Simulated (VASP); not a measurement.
# AlAs (F-43m) in VASP: further runs

The runs below take AlAs through single point, with r2SCAN+rVV10.

Program: VASP 6.6.1. These are calculated values, not measurements. Logs are shortened: lines on timing, memory, paths and dates and some standing lists are left out, and cuts for length are marked.

## Step 1: The cell of the first run

Symmetry: F-43m, No. 216, cubic system. Conventional cell: a = 5.680 Å, b = 5.680 Å, c = 5.680 Å, α = 90.00°, β = 90.00°, γ = 90.00°. Within 3.2 Å of Al (site symmetry -43m) lie 4 As at 2.46 Å. Within 3.2 Å of As (site symmetry -43m) lie 4 Al at 2.46 Å.

## Step 2: Single point, r2SCAN+rVV10

Contents of POSCAR:

```
AlAs
1.0
    0.0000000000      2.8400000000      2.8400000000
    2.8400000000      0.0000000000      2.8400000000
    2.8400000000      2.8400000000      0.0000000000
Al As
1 1
Direct
    0.0000000000      0.0000000000      0.0000000000
    0.2500000000      0.2500000000      0.2500000000
```

Contents of INCAR.step1:

```
PREC = Accurate
ENCUT = 550
ISMEAR = 0
SIGMA = 0.1
LREAL = F
LASPH = T
NELM = 120
NBANDS = 11
GGA = PE
ALGO = Normal
EDIFF = 1E-5
LWAVE = T
LCHARG = F
GGA_COMPAT = F
```

Contents of INCAR.step2:

```
PREC = Accurate
ENCUT = 550
EDIFF = 1E-6
ISMEAR = 0
SIGMA = 0.1
LREAL = F
LASPH = T
NELM = 120
ALGO = Normal
ISIF = 2
LWAVE = F
LCHARG = F
METAGGA = R2SCAN
LMIXTAU = T
LUSE_VDW = T
IVDW_NL = 2
BPARAM = 11.95
CPARAM = 0.0093
NBANDS = 11
ISTART = 1
GGA_COMPAT = F
```

Contents of KPOINTS:

```
regular mesh
0
Gamma
  6 6 6
```

Potentials or basis: VASP PAW PBE potentials, release 64 (Al, As).

Started as:

```console
cat potpaw_PBE.64/Al/POTCAR potpaw_PBE.64/As/POTCAR > POTCAR
cp INCAR.step1 INCAR
mpirun -np 1 vasp_std > vasp.out
cp INCAR.step2 INCAR
mpirun -np 1 vasp_std > vasp.out
```

OUTCAR:

```text
PREC = Accurate
   ENCUT = 550
   EDIFF = 1E-6
   ISMEAR = 0
   LREAL = F
   LASPH = T
   NELM = 120
   ISIF = 2
   METAGGA = R2SCAN
   IVDW_NL = 2
   BPARAM = 11.95
   ISTART = 1

 ion  position               nearest neighbor table
   1  0.000  0.000  0.000-   2 2.46   2 2.46   2 2.46   2 2.46
   2  0.250  0.250  0.250-   1 2.46   1 2.46   1 2.46   1 2.46

  LATTYP: Found a face centered cubic cell.
 ALAT       =     5.6800000000

  Lattice vectors:

 A1 = (   0.0000000000,   2.8400000000,   2.8400000000)
 A2 = (   2.8400000000,   0.0000000000,   2.8400000000)
 A3 = (   2.8400000000,   2.8400000000,   0.0000000000)

Analysis of symmetry for initial positions (statically):
=====================================================================
 Subroutine PRICEL returns:
 Original cell was already a primitive cell.

 Routine SETGRP: Setting up the symmetry group for a
 face centered cubic supercell.

 Subroutine GETGRP returns: Found 24 space group operations
 (whereof 24 operations were pure point group operations)
 out of a pool of 48 trial point group operations.

The static configuration has the point symmetry T_d .

Analysis of symmetry for dynamics (positions and initial velocities):
=====================================================================
 Subroutine PRICEL returns:
 Original cell was already a primitive cell.

 Routine SETGRP: Setting up the symmetry group for a
 face centered cubic supercell.

 Subroutine GETGRP returns: Found 24 space group operations
 (whereof 24 operations were pure point group operations)
 out of a pool of 48 trial point group operations.

The dynamic configuration has the point symmetry T_d .

 Subroutine INISYM returns: Found 24 space group operations
 (whereof 24 operations are pure point group operations),
 and found     1 'primitive' translations

----------------------------------------------------------------------------------------

                                     Primitive cell

  volume of cell :      45.8126

  direct lattice vectors                    reciprocal lattice vectors
     0.000000000  2.840000000  2.840000000    -0.176056338  0.176056338  0.176056338
     2.840000000  0.000000000  2.840000000     0.176056338 -0.176056338  0.176056338
     2.840000000  2.840000000  0.000000000     0.176056338  0.176056338 -0.176056338

  length of vectors
     4.016366517  4.016366517  4.016366517     0.304938522  0.304938522  0.304938522

[... 79 lines left out ...]
   POTIM  = 0.5000    time-step for ionic-motion
   TEBEG  =    0.0;   TEEND  =   0.0 temperature during run
   PSTRESS=    0.0 pullay stress
   NELECT =       8.0000    total number of electrons
   NUPDOWN=      -1.0000    fix difference up-down
   EMIN   =  10.00;   EMAX   =-10.00  energy-range for DOS
   EFERMI =   0.00;   METHOD = LEGACY
   ISMEAR =     0;   SIGMA  =   0.10  broadening in eV -4-tet -1-fermi 0-gaus
   EFERMI_NEDOS =   21; number of points for ismear=-14 and -15
   IALGO  =     38    algorithm
   IMIX   =      4    mixing-type and parameters
     AMIX     =   0.40;   BMIX     =  1.00
     AMIX_MAG =   1.60;   BMIX_MAG =  1.00
  volume/ion in A,a.u.               =      22.91       154.58
  Fermi-wavevector in a.u.,A,eV,Ry     =   0.915046  1.729187 11.392295  0.837310
  Thomas-Fermi vector in A             =   2.039743
   LORBIT       =      0    0 simple, 1 ext, 2 COOP (PROOUT), +10 PAW based schemes
   METAGGA = R2SCAN    functional components
   LHFCALC =     F    Hartree Fock is set to
   AEXX    =    0.0000 exact exchange contribution
   IVDW_NL    =     2    kernel type
   BPARAM     =11.9500
   IVDW    =     0    specifies the selected vdW correction
   LEPSILON=     F    determine dielectric tensor
   LRPA    =     F    only Hartree local field effects (RPA)
 non-spin polarized calculation
 Gauss-broadening in eV      SIGMA  =   0.10
  energy-cutoff  :      550.00
  volume of cell :       45.81
 maximum number of plane-waves:      1363
   NGX = 15   NGY = 15   NGZ = 15

 number of electron       8.0000001 magnetization

 Free energy of the ion-electron system (eV)
  ---------------------------------------------------
  ext. energy  EPLUGINS =         0.00000000
  ---------------------------------------------------
  free energy    TOTEN  =       -22.47051091 eV

  energy without entropy =      -22.47051091  energy(sigma->0) =      -22.47051091

 E-fermi :   3.9930     XC(G=0):  -9.4519

 val. band max:        3.5803634096   @ k =   0.0000   0.0000   0.0000
 cond. band min:       5.3316366201   @ k =   0.5000   0.5000   0.0000
 fundamental gap:      1.7512732105
 Fermi energy:         3.9929637792

 k-point     1 :       0.0000    0.0000    0.0000
  band No.  band energies     occupation
      1      -8.6887      2.00000
      2       3.5804      2.00000
      3       3.5804      2.00000
      4       3.5804      2.00000
      5       6.1707      0.00000
      6       8.2550      0.00000
      7       8.2550      0.00000
      8       8.2550      0.00000
      9      13.0665      0.00000
     10      13.0665      0.00000
     11      13.1811      0.00000
[... 197 lines left out ...]
 k-point    16 :      -0.3333    0.5000    0.1667
  band No.  band energies     occupation
      1      -6.6251      2.00000
      2      -1.6863      2.00000
      3       0.5848      2.00000
      4       0.8518      2.00000
      5       7.0927      0.00000
      6       8.0910      0.00000
      7      11.2557      0.00000
      8      11.9428      0.00000
      9      14.9084      0.00000
     10      16.5220      0.00000
     11      16.9504      0.00000

------------------------ aborting loop because EDIFF is reached ----------------------------------------

  FORCE on cell =-STRESS in cart. coord.  units (eV):
  Direction    XX          YY          ZZ          XY          YZ          ZX
  --------------------------------------------------------------------------------------
  -------------------------------------------------------------------------------------
  Total       -0.1598992     -0.1598992     -0.1598992     -0.0000000      0.0000000      0.0000000
  in kB       -5.5920588     -5.5920588     -5.5920588     -0.0000000      0.0000000      0.0000000
  external PRESSURE =      -5.5920588 kB  Pullay stress =       0.0000000 kB

 VOLUME and BASIS-vectors are now :
 -----------------------------------------------------------------------------
  energy-cutoff  :      550.00
  volume of cell :       45.81
      direct lattice vectors                 reciprocal lattice vectors
     0.000000000  2.840000000  2.840000000    -0.176056338  0.176056338  0.176056338
     2.840000000  0.000000000  2.840000000     0.176056338 -0.176056338  0.176056338
     2.840000000  2.840000000  0.000000000     0.176056338  0.176056338 -0.176056338

 POSITION                                       TOTAL-FORCE (eV/Angst)
 -----------------------------------------------------------------------------------
      0.00000      0.00000      0.00000        -0.000000      0.000000     -0.000000
      1.42000      1.42000      1.42000         0.000000     -0.000000      0.000000
 -----------------------------------------------------------------------------------
    total drift:                                0.000000      0.000000      0.000000

  FREE ENERGIE OF THE ION-ELECTRON SYSTEM (eV)
  ---------------------------------------------------
  free  energy   TOTEN  =       -22.4705109098 eV

  energy  without entropy=      -22.4705109097  energy(sigma->0) =      -22.47051091
```

OUTCAR.step1:

```text
PREC = Accurate
   ENCUT = 550
   ISMEAR = 0
   LREAL = F
   LASPH = T
[... 433 lines left out ...]
 -----------------------------------------------------------------------------------
      0.00000      0.00000      0.00000         0.000000     -0.000000      0.000000
      1.42000      1.42000      1.42000        -0.000000      0.000000     -0.000000
 -----------------------------------------------------------------------------------
    total drift:                                0.000000      0.000000      0.000000

  FREE ENERGIE OF THE ION-ELECTRON SYSTEM (eV)
  ---------------------------------------------------
  free  energy   TOTEN  =        -9.3698565616 eV

  energy  without entropy=       -9.3698565616  energy(sigma->0) =       -9.36985656
```

It took 83 s on 1 thread of AMD EPYC 7R43 (Zen 3), shared host; peak memory 0.28 GiB.

What came out:

```
Free energy            : -22.4705 eV
Pressure               : -0.6 GPa
Band gap on the k mesh : 1.75 eV (least direct gap 2.59 eV)
```

Caveat: the PAW data sets were made with another functional, which shifts forces and pressure a little. A k mesh can miss the band edges.

## Step 3: Single point, r2SCAN+rVV10

This run uses another cell than the first one, of 22.70 Å³/atom.

Contents of POSCAR:

```
AlAs
1.0
    0.0000000000      2.8315299536      2.8315299536
    2.8315299536      0.0000000000      2.8315299536
    2.8315299536      2.8315299536      0.0000000000
Al As
1 1
Direct
    0.0000000000      0.0000000000      0.0000000000
    0.2500000000      0.2500000000      0.2500000000
```

Contents of INCAR.step1:

```
  ALGO = Normal
  EDIFF = 1E-5
  ENCUT = 550
  GGA = PE
  GGA_COMPAT = False
  ISMEAR = 0
  LASPH = True
  LCHARG = False
  LREAL = False
  LWAVE = True
  NBANDS = 11
  NELM = 120
  PREC = Accurate
  SIGMA = 0.02
```

Contents of INCAR.step2:

```
  ALGO = Normal
  BPARAM = 11.95
  CPARAM = 0.0093
  EDIFF = 1E-6
  ENCUT = 550
  GGA_COMPAT = False
  ISIF = 2
  ISMEAR = 0
  ISTART = 1
  IVDW_NL = 2
  LASPH = True
  LCHARG = False
  LMIXTAU = True
  LREAL = False
  LUSE_VDW = True
  LWAVE = False
  METAGGA = R2SCAN
  NBANDS = 11
  NELM = 120
  PREC = Accurate
  SIGMA = 0.02
```

Contents of KPOINTS:

```
k-points
0
Gamma
  8 8 8
```

Potentials or basis: VASP PAW PBE potentials, release 64 (Al, As).

Started as:

```console
cat potpaw_PBE.64/Al/POTCAR potpaw_PBE.64/As/POTCAR > POTCAR
cp INCAR.step1 INCAR
mpirun -np 1 vasp_std > vasp.out
cp INCAR.step2 INCAR
mpirun -np 1 vasp_std > vasp.out
```

OUTCAR:

```text
BPARAM = 11.95
   EDIFF = 1E-6
   ENCUT = 550
   ISIF = 2
   ISMEAR = 0
   ISTART = 1
   IVDW_NL = 2
   LASPH = True
   LREAL = False
   METAGGA = R2SCAN
   NELM = 120
   PREC = Accurate

 ion  position               nearest neighbor table
   1  0.000  0.000  0.000-   2 2.45   2 2.45   2 2.45   2 2.45
   2  0.250  0.250  0.250-   1 2.45   1 2.45   1 2.45   1 2.45

  LATTYP: Found a face centered cubic cell.
 ALAT       =     5.6630599072

  Lattice vectors:

 A1 = (   0.0000000000,   2.8315299536,   2.8315299536)
 A2 = (   2.8315299536,   0.0000000000,   2.8315299536)
 A3 = (   2.8315299536,   2.8315299536,   0.0000000000)

Analysis of symmetry for initial positions (statically):
=====================================================================
 Subroutine PRICEL returns:
 Original cell was already a primitive cell.

 Routine SETGRP: Setting up the symmetry group for a
 face centered cubic supercell.

 Subroutine GETGRP returns: Found 24 space group operations
 (whereof 24 operations were pure point group operations)
 out of a pool of 48 trial point group operations.
[... 173 lines left out ...]
  band No.  band energies     occupation
      1      -8.6689      2.00000
      2       3.6521      2.00000
      3       3.6521      2.00000
      4       3.6521      2.00000
      5       6.3198      0.00000
      6       8.3458      0.00000
      7       8.3458      0.00000
      8       8.3458      0.00000
      9      13.1585      0.00000
     10      13.1585      0.00000
     11      13.3138      0.00000
[... 309 lines left out ...]
 k-point    24 :      -0.3750    0.2500    0.1250
  band No.  band energies     occupation
      1      -6.9034      2.00000
      2      -1.7248      2.00000
      3       0.9099      2.00000
      4       2.0691      2.00000
      5       7.7364      0.00000
      6       8.3206      0.00000
      7      10.8615      0.00000
      8      11.8350      0.00000
      9      12.6544      0.00000
     10      15.3835      0.00000
     11      16.7675      0.00000

 [... further k-points ...]

------------------------ aborting loop because EDIFF is reached ----------------------------------------

  FORCE on cell =-STRESS in cart. coord.  units (eV):
  Direction    XX          YY          ZZ          XY          YZ          ZX
  --------------------------------------------------------------------------------------
  -------------------------------------------------------------------------------------
  Total        0.0328557      0.0328557      0.0328557      0.0000000      0.0000000      0.0000000
  in kB        1.1593853      1.1593853      1.1593853      0.0000000      0.0000000      0.0000000
  external PRESSURE =       1.1593853 kB  Pullay stress =       0.0000000 kB

 VOLUME and BASIS-vectors are now :
 -----------------------------------------------------------------------------
  energy-cutoff  :      550.00
  volume of cell :       45.40
      direct lattice vectors                 reciprocal lattice vectors
     0.000000000  2.831529954  2.831529954    -0.176582981  0.176582981  0.176582981
     2.831529954  0.000000000  2.831529954     0.176582981 -0.176582981  0.176582981
     2.831529954  2.831529954  0.000000000     0.176582981  0.176582981 -0.176582981

 POSITION                                       TOTAL-FORCE (eV/Angst)
 -----------------------------------------------------------------------------------
      0.00000      0.00000      0.00000        -0.000000     -0.000000     -0.000000
      1.41576      1.41576      1.41576         0.000000      0.000000      0.000000
 -----------------------------------------------------------------------------------
    total drift:                                0.000000      0.000000      0.000000

  FREE ENERGIE OF THE ION-ELECTRON SYSTEM (eV)
  ---------------------------------------------------
  free  energy   TOTEN  =       -22.4797554725 eV

  energy  without entropy=      -22.4797554725  energy(sigma->0) =      -22.47975547
```

Wall time 1.9 min (1 thread of AMD EPYC 7R43 (Zen 3), shared host); peak memory 0.28 GiB.

Results:

| Item | Value |
| --- | --- |
| Free energy | -22.4798 eV |
| Pressure | 0.1 GPa |
| Band gap on the k mesh | 1.74 eV (least direct gap 2.67 eV) |

Caveat: the PAW data sets were made with another functional, which shifts forces and pressure a little.
